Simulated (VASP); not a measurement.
# TePb (P2_1) in VASP: notebook

TePb is run at these levels: r2SCAN, PBE; tasks: single point.

All numbers are computed with VASP 6.6.1; they aren't measurements. Logs are shortened: lines on timing, memory, paths and dates and some standing lists are left out, and cuts for length are marked.

## 1. The cell of the first run

Symmetry: P2_1, No. 4, monoclinic system. Conventional cell: a = 5.463 Å, b = 6.575 Å, c = 5.499 Å, α = 90.00°, β = 119.35°, γ = 90.00°. Pb (site symmetry 1) has 5 Te at 3.17 to 3.29 Å within 4.2 Å. Te (site symmetry 1) has 5 Pb at 3.17 to 3.29 Å within 4.2 Å.

## 2. Single point, r2SCAN (shear xy strain -1.5%)

File POSCAR:

```
TePb
1.0
    5.4984073724     -0.0412380553      0.0000000000
   -2.7849168897      4.7823794925      0.0000000000
    0.0000000000      0.0000000000      6.5753564412
Pb Te
2 2
Direct
    0.3339429062      0.6667004219     -0.0620494153
    0.6660570938      0.3332995781      0.4379505847
    0.3355116362      0.6667153657      0.4370494153
    0.6644883638      0.3332846343      0.9370494153
```

File INCAR.step1:

```
SYSTEM = TePb
PREC = Accurate
ENCUT = 520
ISMEAR = 0
SIGMA = 0.01
LREAL = .False.
LASPH = .True.
NELM = 100
NBANDS = 28
GGA = PE
ALGO = Normal
EDIFF = 1E-4
LWAVE = .True.
LCHARG = .False.
```

File INCAR.step2:

```
SYSTEM = TePb
PREC = Accurate
ENCUT = 520
EDIFF = 1E-7
ISMEAR = 0
SIGMA = 0.01
LREAL = .False.
LASPH = .True.
NELM = 100
ALGO = Normal
ISIF = 2
LWAVE = .False.
LCHARG = .True.
METAGGA = R2SCAN
LMIXTAU = .True.
LELF = .True.
LVHAR = .True.
NBANDS = 28
ISTART = 1
```

File KPOINTS:

```
regular mesh
0
Gamma
  6 6 4
  0 0 0
```

Potentials or basis: VASP PAW PBE potentials, release 64 (Pb_d, Te).

On the command line:

```bash
$ cat potpaw_PBE.64/Pb_d/POTCAR potpaw_PBE.64/Te/POTCAR > POTCAR
$ cp INCAR.step1 INCAR
$ mpirun -np 1 vasp_std > vasp.out
$ cp INCAR.step2 INCAR
$ mpirun -np 1 vasp_std > vasp.out
```

OUTCAR:

```text
SYSTEM = TePb
   PREC = Accurate
   ENCUT = 520
   EDIFF = 1E-7
   ISMEAR = 0
   LREAL = .False.
   LASPH = .True.
   NELM = 100
   ISIF = 2
   METAGGA = R2SCAN
   ISTART = 1

 ion  position               nearest neighbor table
   1  0.334  0.667  0.938-   4 3.17   4 3.17   4 3.18   3 3.28   3 3.29
   2  0.666  0.333  0.438-   3 3.17   3 3.17   3 3.18   4 3.28   4 3.29
   3  0.336  0.667  0.437-   2 3.17   2 3.17   2 3.18   1 3.28   1 3.29
   4  0.664  0.333  0.937-   1 3.17   1 3.17   1 3.18   2 3.28   2 3.29

  LATTYP: Found a simple monoclinic cell.
 ALAT       =     5.4627330822
 B/A-ratio  =     1.2036752194
 C/A-ratio  =     1.0065587921
 COS(beta)  =    -0.4902045493

  Lattice vectors:

 A1 = (   2.7134904827,   4.7411414372,   0.0000000000)
 A2 = (   0.0000000000,   0.0000000000,  -6.5753564412)
 A3 = (  -5.4984073724,   0.0412380553,   0.0000000000)

Analysis of symmetry for initial positions (statically):
=====================================================================
 Subroutine PRICEL returns:
 Original cell was already a primitive cell.

 Routine SETGRP: Setting up the symmetry group for a
 simple monoclinic supercell.

 Subroutine GETGRP returns: Found  2 space group operations
 (whereof  1 operations were pure point group operations)
 out of a pool of  4 trial point group operations.

The static configuration has the point symmetry C_1 .
 The point group associated with its full space group is C_2 .

Analysis of symmetry for dynamics (positions and initial velocities):
=====================================================================
 Subroutine PRICEL returns:
 Original cell was already a primitive cell.

 Routine SETGRP: Setting up the symmetry group for a
 simple monoclinic supercell.

 Subroutine GETGRP returns: Found  2 space group operations
 (whereof  1 operations were pure point group operations)
 out of a pool of  4 trial point group operations.

The dynamic configuration has the point symmetry C_1 .
 The point group associated with its full space group is C_2 .

 Subroutine INISYM returns: Found  2 space group operations
 (whereof  1 operations are pure point group operations),
 and found     1 'primitive' translations

----------------------------------------------------------------------------------------

                                     Primitive cell

  volume of cell :     172.1469

  direct lattice vectors                    reciprocal lattice vectors
     5.498407372 -0.041238055  0.000000000     0.182668645  0.106373197  0.000000000
    -2.784916890  4.782379492  0.000000000     0.001575136  0.210018177  0.000000000
     0.000000000  0.000000000  6.575356441     0.000000000  0.000000000  0.152083010

  length of vectors
     5.498562013  5.534158987  6.575356441     0.211383752  0.210024084  0.152083010

  position of ions in fractional coordinates (direct lattice)
     0.333942906  0.666700422  0.937950585
     0.666057094  0.333299578  0.437950585
     0.335511636  0.666715366  0.437049415
     0.664488364  0.333284634  0.937049415

  ion indices of the primitive-cell ions
   primitive index   ion index
                 1           1
                 2           2
                 3           3
                 4           4

----------------------------------------------------------------------------------------

 KPOINTS: regular mesh

Automatic generation of k-mesh.
 Grid dimensions read from file:
 generate k-points for:    6    6    4

 Generating k-lattice:

  Cartesian coordinates                     Fractional coordinates (reciprocal lattice)
     0.030444774  0.017728866  0.000000000     0.166666667  0.000000000  0.000000000
     0.000262523  0.035003030  0.000000000    -0.000000000  0.166666667  0.000000000
     0.000000000  0.000000000  0.038020753     0.000000000  0.000000000  0.250000000

  Length of vectors
     0.035230625  0.035004014  0.038020753

  Shift w.r.t. Gamma in fractional coordinates (k-lattice)
     0.000000000  0.000000000  0.000000000

 Subroutine IBZKPT returns following result:
 ===========================================

 Found     60 irreducible k-points:

 Following reciprocal coordinates:
            Coordinates               Weight
  0.000000  0.000000  0.000000      1.000000
  0.166667  0.000000  0.000000      2.000000
  0.333333  0.000000  0.000000      2.000000
  0.500000  0.000000  0.000000      1.000000
 -0.000000  0.166667  0.000000      2.000000
  0.166667  0.166667  0.000000      2.000000
[... 16 lines left out ...]
  0.333333  0.000000  0.250000      4.000000
  0.500000  0.000000  0.250000      2.000000
 [... further k-points ...]
   k-points           NKPTS =     60   k-points in BZ     NKDIM =     60   number of bands    NBANDS=     28
   number of dos      NEDOS =    301   number of ions     NIONS =      4
   total plane-waves  NPLWV =  88200
   dimension x,y,z NGX =    42 NGY =   42 NGZ =   50
   dimension x,y,z NGXF=    84 NGYF=   84 NGZF=  100
   ions per type =               2   2
   NGX,Y,Z   is equivalent  to a cutoff of  12.70, 12.62, 12.64 a.u.
   NGXF,Y,Z  is equivalent  to a cutoff of  25.40, 25.23, 25.28 a.u.
 SYSTEM =  TePb
   PREC   = accura    normal or accurate (medium, high low for compatibility)
   ISTART =      1    job   : 0-new  1-cont  2-samecut
   ICHARG =      0    charge: 1-file 2-atom 10-const
   ISPIN  =      1    spin polarized calculation?
   LNONCOLLINEAR =      F non collinear calculations
   LSORBIT =      F    spin-orbit coupling
   LASPH  =      T    aspherical Exc in radial PAW
   ENCUT  =  520.0 eV  38.22 Ry    6.18 a.u.  10.22 10.29 12.23*2*pi/ulx,y,z
   NELM   =    100;   NELMIN=  2; NELMDL=  0     # of ELM steps
   EDIFF  = 0.1E-06   stopping-criterion for ELM
   LREAL  =      F    real-space projection
   EDIFFG = 0.1E-05   stopping-criterion for IOM
   NSW    =      0    number of steps for IOM
   IBRION =     -1    ionic relax: 0-MD 1-quasi-New 2-CG
   NFREE  =      0    steps in history (QN), initial steepest desc. (CG)
   ISIF   =      2    stress and relaxation
   ISYM   =      2    0-nonsym 1-usesym 2-fastsym
   POTIM  = 0.5000    time-step for ionic-motion
   TEBEG  =    0.0;   TEEND  =   0.0 temperature during run
   PSTRESS=    0.0 pullay stress
   NELECT =      40.0000    total number of electrons
   NUPDOWN=      -1.0000    fix difference up-down
   EMIN   =  10.00;   EMAX   =-10.00  energy-range for DOS
   EFERMI =   0.00;   METHOD = LEGACY
   ISMEAR =     0;   SIGMA  =   0.01  broadening in eV -4-tet -1-fermi 0-gaus
   EFERMI_NEDOS =   21; number of points for ismear=-14 and -15
   IALGO  =     38    algorithm
   IMIX   =      4    mixing-type and parameters
     AMIX     =   0.40;   BMIX     =  1.00
     AMIX_MAG =   1.60;   BMIX_MAG =  1.00
  volume/ion in A,a.u.               =      43.04       290.43
  Fermi-wavevector in a.u.,A,eV,Ry     =   1.006457  1.901927 13.782088  1.012955
  Thomas-Fermi vector in A             =   2.139200
   LORBIT       =      0    0 simple, 1 ext, 2 COOP (PROOUT), +10 PAW based schemes
   METAGGA = R2SCAN    functional components
   LHFCALC =     F    Hartree Fock is set to
   AEXX    =    0.0000 exact exchange contribution
   IVDW    =     0    specifies the selected vdW correction
   LEPSILON=     F    determine dielectric tensor
   LRPA    =     F    only Hartree local field effects (RPA)
 non-spin polarized calculation
 Gauss-broadening in eV      SIGMA  =   0.01
  energy-cutoff  :      520.00
  volume of cell :      172.15
 maximum number of plane-waves:      4662
 NGX is ok and might be reduce to    42
   NGX = 21   NGY = 21   NGZ = 25

 number of electron      40.0000004 magnetization

 Free energy of the ion-electron system (eV)
  ---------------------------------------------------
  ext. energy  EPLUGINS =         0.00000000
  ---------------------------------------------------
  free energy    TOTEN  =      -164.91165628 eV

  energy without entropy =     -164.91165628  energy(sigma->0) =     -164.91165628

 E-fermi :   3.4804     XC(G=0):  -8.4502

 val. band max:        3.3672116509   @ k =   0.3333   0.3333   0.5000
 cond. band min:       4.7524064887   @ k =   0.3333   0.3333   0.5000
 fundamental gap:      1.3851948378
 Fermi energy:         3.4803640955

 k-point     1 :       0.0000    0.0000    0.0000
  band No.  band energies     occupation
      1     -14.1109      2.00000
      2     -14.0721      2.00000
      3     -14.0711      2.00000
      4     -14.0706      2.00000
      5     -14.0701      2.00000
      6     -14.0612      2.00000
[... 20 lines left out ...]
     27       9.2762      0.00000
     28       9.3423      0.00000

 k-point     2 :       0.1667    0.0000    0.0000
  band No.  band energies     occupation
      1     -14.1101      2.00000
      2     -14.0752      2.00000
      3     -14.0703      2.00000
      4     -14.0695      2.00000
      5     -14.0677      2.00000
      6     -14.0600      2.00000
[... 20 lines left out ...]
     27       8.9751      0.00000
     28       9.1153      0.00000

 k-point     3 :       0.3333    0.0000    0.0000
  band No.  band energies     occupation
      1     -14.1076      2.00000
      2     -14.0830      2.00000
      3     -14.0682      2.00000
      4     -14.0649      2.00000
      5     -14.0638      2.00000
      6     -14.0593      2.00000
[... 20 lines left out ...]
     27       8.6475      0.00000
     28       9.4822      0.00000

 k-point     4 :       0.5000    0.0000    0.0000
  band No.  band energies     occupation
      1     -14.1054      2.00000
      2     -14.0875      2.00000
      3     -14.0671      2.00000
      4     -14.0622      2.00000
      5     -14.0615      2.00000
      6     -14.0599      2.00000
[... 578 lines left out ...]
     27       8.8016      0.00000
     28       9.7065      0.00000

 k-point    23 :       0.3333    0.0000    0.2500
  band No.  band energies     occupation
      1     -14.0994      2.00000
      2     -14.0797      2.00000
      3     -14.0687      2.00000
      4     -14.0670      2.00000
      5     -14.0662      2.00000
      6     -14.0661      2.00000
[... 20 lines left out ...]
     27       9.3478      0.00000
     28       9.3644      0.00000

 k-point    24 :       0.5000    0.0000    0.2500
  band No.  band energies     occupation
      1     -14.0978      2.00000
      2     -14.0831      2.00000
      3     -14.0670      2.00000
      4     -14.0658      2.00000
      5     -14.0650      2.00000
      6     -14.0645      2.00000
[... 20 lines left out ...]
     27       9.0634      0.00000
     28       9.1654      0.00000

 [... further k-points ...]
[... 5 lines left out ...]
  --------------------------------------------------------------------------------------
  -------------------------------------------------------------------------------------
  Total       -0.0151410     -0.0124100     -0.0196206     -0.0253732      0.0000000      0.0000000
  in kB       -0.1409177     -0.1155000     -0.1826091     -0.2361493      0.0000000      0.0000000
  external PRESSURE =      -0.1463423 kB  Pullay stress =       0.0000000 kB

 VOLUME and BASIS-vectors are now :
 -----------------------------------------------------------------------------
  energy-cutoff  :      520.00
  volume of cell :      172.15
      direct lattice vectors                 reciprocal lattice vectors
     5.498407372 -0.041238055  0.000000000     0.182668645  0.106373197  0.000000000
    -2.784916890  4.782379492  0.000000000     0.001575136  0.210018177  0.000000000
     0.000000000  0.000000000  6.575356441     0.000000000  0.000000000  0.152083010

 POSITION                                       TOTAL-FORCE (eV/Angst)
 -----------------------------------------------------------------------------------
     -0.02055      3.17464      6.16736        -0.000040      0.000065     -0.000399
      2.73404      1.56650      2.87968         0.000040     -0.000065     -0.000399
     -0.01197      3.17465      2.87376         0.000764     -0.000003      0.000399
      2.72546      1.56649      6.16143        -0.000764      0.000003      0.000399
 -----------------------------------------------------------------------------------
    total drift:                                0.000000      0.000000     -0.000395

  FREE ENERGIE OF THE ION-ELECTRON SYSTEM (eV)
  ---------------------------------------------------
  free  energy   TOTEN  =      -164.9116562836 eV

  energy  without entropy=     -164.9116562836  energy(sigma->0) =     -164.91165628
```

Run time: 8.8 min. Hardware: 1 thread of Intel Xeon 6975P-C (Granite Rapids), shared host; peak memory 0.49 GiB.

Results:

- Free energy: -164.9117 eV
- Pressure: 0.0 GPa
- Band gap on the k mesh: 1.39 eV, direct

Caveat: the cell differs from its parent crystal (shear xy strain -1.5%); the PAW data sets were made with another functional, which shifts forces and pressure a little; spin-orbit coupling is left out, which moves the levels of the heavy elements. A k mesh can miss the band edges.

## 3. Single point, PBE (shear xy strain -1.5%)

File INCAR:

```
SYSTEM = TePb
  ALGO = Normal
  EDIFF = 1E-7
  ENCUT = 520
  GGA = PE
  ISIF = 2
  ISMEAR = -1
  LASPH = .TRUE.
  LCHARG = .FALSE.
  LREAL = .FALSE.
  LWAVE = .FALSE.
  NBANDS = 28
  NELM = 100
  PREC = Accurate
  SIGMA = 0.02
```

File KPOINTS:

```
k-points
0
G
  6 6 4
  0 0 0
```

POSCAR is that of step 2.

Potentials or basis: VASP PAW PBE potentials, release 64 (Pb_d, Te).

On the command line:

```bash
$ cat potpaw_PBE.64/Pb_d/POTCAR potpaw_PBE.64/Te/POTCAR > POTCAR
$ mpirun -np 1 vasp_std > vasp.out
```

Wall time 2.6 min (1 thread of Intel Xeon 6975P-C (Granite Rapids), shared host); peak memory 0.45 GiB.

The run converged. Its results:

| Item | Value |
| --- | --- |
| Free energy | -14.6881 eV |
| Pressure | 0.5 GPa |
| Largest force | 0.003 eV/Å |
| Band gap on the k mesh | 1.13 eV, direct |

Forces in eV/Å, atoms in the order of the input:
```
Pb   0.001  0.000 -0.002
Pb  -0.001  0.000 -0.002
Te   0.003  0.000  0.002
Te  -0.003  0.000  0.002
```

Stress tensor (GPa, compression positive):
```
 0.49 -0.01  0.00
-0.01  0.49  0.00
 0.00  0.00  0.59
```

Levels at points of the mesh, in eV from the valence-band top:
```
           k point  band 18  band 19  band 20  band 21  band 22  band 23
(0.00, 0.00, 0.00)    -1.37    -1.37    -1.34     1.32     1.34     2.88
(0.50, 0.00, 0.00)    -1.97    -1.79    -0.44     2.38     3.48     3.52
(0.00, 0.50, 0.00)    -1.93    -1.77    -0.40     2.34     3.42     3.49
(0.50, 0.50, 0.00)    -1.89    -1.75    -0.37     2.30     3.39     3.43
(0.00, 0.00, 0.50)    -2.03    -1.17    -1.17     1.81     1.81     1.82
(0.50, 0.00, 0.50)    -1.42    -0.59    -0.59     1.27     1.27     2.77
(0.00, 0.50, 0.50)    -1.38    -0.59    -0.59     1.27     1.27     2.72
(0.50, 0.50, 0.50)    -1.34    -0.60    -0.60     1.27     1.27     2.68
```

Caveat: the cell differs from its parent crystal (shear xy strain -1.5%); spin-orbit coupling is left out, which moves the levels of the heavy elements. A k mesh can miss the band edges.
